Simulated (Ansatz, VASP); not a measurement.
**Pt: VASP beside Ansatz**

INCAR

```
PREC = Accurate
ENCUT = 520
EDIFF = 1E-7
ISMEAR = 0
SIGMA = 0.15
LREAL = False
LASPH = True
NELM = 60
ALGO = Fast
ISIF = 2
LWAVE = False
LCHARG = False
GGA = PE
NBANDS = 11
```

The input KPOINTS:

```
regular mesh
0
Gamma
  20 20 20
```

The input POSCAR:

```
Pt
1.0
    0.0000000000      1.9089525000      1.8600050000
    1.9089525000      0.0000000000      1.8600050000
    1.9089525000      1.9089525000      0.0000000000
Pt
1
Direct
    0.0000000000      0.0000000000      0.0000000000
```

Input for Ansatz:

```yaml
crystal:
  lattice:
    - [0.0, 1.9089525, 1.860005]
    - [1.9089525, 0.0, 1.860005]
    - [1.9089525, 1.9089525, 0.0]
  atoms:
    - { symbol: Pt, position: [0.0, 0.0, 0.0] }
basis:
  ecutwfc: 420
kpoints:
  mp_grid: { grid: [20, 20, 20] }
hamiltonian:
  xc: pbe
scf:
  occupations: { method: gaussian, width: 0.15 }
output:
  forces: true
  stress: true
  eigenvalues: true
```

Change from the starting cell: strain -0.025 along x and y, -0.050 along z, atoms carried along.

Alike in both runs: task single point; functional PBE; k mesh 20 × 20 × 20; occupations gaussian, width 0.15 eV; no spin polarisation.

|  | VASP | Ansatz |
| --- | --- | --- |
| version | VASP 6.6.1 | Ansatz 0.2.0 |
| potentials or method | VASP PAW PBE potentials, release 64 (Pt), cutoff 520 eV | scalar-relativistic, plane waves, PAW |
| valence electrons in the cell | 10 | 18 |

Ansatz gave:

* gap on the k mesh at the Fermi level (eV): none
* pressure (GPa): 52.5
* traceless stress, the component that is largest in VASP (GPa): 2.39

Q: What did VASP give for the same quantities?

A: gap on the k mesh at the Fermi level (eV): none; pressure (GPa): 51.9; traceless stress, the component that is largest in VASP (GPa): 2.37.

A gap of «none» marks a metal or a gap that the smearing closes. Both programs put the cell under a high pressure, so it lies far from rest at this level. With one functional, cell and mesh, what is left measures potentials, basis and numerics. VASP's potentials hold 10 valence electrons a cell and Ansatz's 18, so a difference there can come from the potentials and not from the codes.

Neither program's run includes spin-orbit coupling.
